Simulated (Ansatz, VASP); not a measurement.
**KTaO3: VASP beside Ansatz**

POSCAR

```
KTaO3
1.0
    4.0147133525      0.0000000000      0.0000000000
    0.0000000000      4.0147133525      0.0000000000
    0.0000000000      0.0000000000      4.0147133525
Ta K O
1 1 3
Direct
    0.0000000000      0.0000000000      0.0000000000
    0.5000000000      0.5000000000      0.5000000000
    0.0000000000      0.0000000000      0.5000000000
    0.0000000000      0.5000000000      0.0000000000
    0.5000000000      0.0000000000      0.0000000000
```

The input INCAR.step1:

```
  PREC = Accurate
  ENCUT = 520
  ISMEAR = -1
  SIGMA = 0.05
  LREAL = F
  LASPH = T
  NELM = 100
  NBANDS = 27
  GGA = PE
  ALGO = Normal
  EDIFF = 1E-4
  LWAVE = T
  LCHARG = F
```

The input INCAR.step2:

```
  PREC = Accurate
  ENCUT = 520
  EDIFF = 1E-6
  ISMEAR = -1
  SIGMA = 0.05
  LREAL = F
  LASPH = T
  NELM = 100
  ALGO = Normal
  ISIF = 2
  LWAVE = F
  LCHARG = T
  METAGGA = R2SCAN
  LMIXTAU = T
  IVDW = 13
  VDW_S6 = 1.0
  VDW_S8 = 0.6018749
  VDW_A1 = 0.51559235
  VDW_A2 = 5.77342911
  LELF = T
  LVHAR = T
  NBANDS = 27
  ISTART = 1
```

The input KPOINTS:

```
regular mesh
0
Gamma
  7 7 7
```

input.yaml

```yaml
crystal:
  lattice:
    - [4.0147133525, 0.0, 0.0]
    - [0.0, 4.0147133525, 0.0]
    - [0.0, 0.0, 4.0147133525]
  atoms:
    - { symbol: Ta, position: [0.0, 0.0, 0.0] }
    - { symbol: K, position: [0.5, 0.5, 0.5] }
    - { symbol: O, position: [0.0, 0.0, 0.5] }
    - { symbol: O, position: [0.0, 0.5, 0.0] }
    - { symbol: O, position: [0.5, 0.0, 0.0] }
hamiltonian:
  xc: r2scan
  pseudopotentials: { kind: paw }
  dispersion: d4
kpoints:
  mp_grid: { grid: [7, 7, 7] }
scf:
  occupations: { method: fermi_dirac, width: 0.05 }
output:
  forces: true
  stress: true
  eigenvalues: true
```

Alike in both runs: task single point; functional r2SCAN; dispersion D4; k mesh 7 × 7 × 7; occupations fermi-dirac, width 0.05 eV; no spin polarisation.

|  | VASP | Ansatz |
| --- | --- | --- |
| version | VASP 6.6.1 | Ansatz 0.2.0 |
| potentials or method | VASP PAW PBE potentials, release 64 (Ta_pv, K_sv, O) | Ansatz PAW |
| plane-wave cutoff (eV) | 520 | 500 |
| valence electrons in the cell | 38 | 40 |

```csv
,VASP,Ansatz,Ansatz less VASP
gap on the k mesh at the Fermi level (eV),2.61,2.64,+0.029
least direct gap on the mesh (eV),3.21,3.22,+0.017
pressure (GPa),-3.6,-4.4,-0.84
```

VASP's potentials were made for PBE, not for r2SCAN. VASP's potentials hold 38 valence electrons a cell and Ansatz's 40, so a difference there can come from the potentials and not from the codes.

Spin-orbit coupling is off throughout. Noted on Ansatz's run: odd divisions of the mesh miss points on the zone boundary, where band edges often lie, so the gap on the mesh can be too wide.
